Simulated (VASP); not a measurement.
# Pd: single point with r2SCAN

The system is Pd.

```
Pd
1.0
     0.00000    1.95865    1.95865
     1.95865    0.00000    1.95865
     1.95865    1.95865    0.00000
Pd
1
Direct
  0.00000 0.00000 0.00000
```

* Program: VASP 6.6.1
* Task: single point
* Functional: r2SCAN
* Potentials or basis: VASP PAW PBE potentials, release 64 (Pd)
* Cutoff: 520 eV
* k mesh: 8 × 8 × 8
* Occupations: gaussian, width 0.1 eV
* Spin: no spin polarisation

The pressure is 0.1 GPa. The band gap on the k mesh is zero (band 5 reaches 9.64 eV, above the bottom of band 6 at 8.01 eV).

Levels at points of the mesh, in eV from the Fermi level:
```
           k point  band 1  band 2  band 3  band 4  band 5  band 6  band 7  band 8  band 9  band 10
(0.00, 0.00, 0.00)   -7.14   -2.90   -2.90   -2.90   -1.33   -1.33   17.91   22.55   22.77    22.77
(0.50, 0.00, 0.00)   -5.36   -2.97   -2.97   -0.10   -0.10    1.23    7.48   17.29   21.84    21.84
(0.50, 0.50, 0.00)   -5.46   -5.19   -0.16    0.23    0.23    3.57   11.02   13.72   13.72    21.79
```

Run time: 30 s on 1 thread of AMD EPYC 9R45 (Zen 5), on a shared host, peak memory 0.11 GiB.

Caveat: the PAW data sets were made with another functional, which shifts forces and pressure a little.
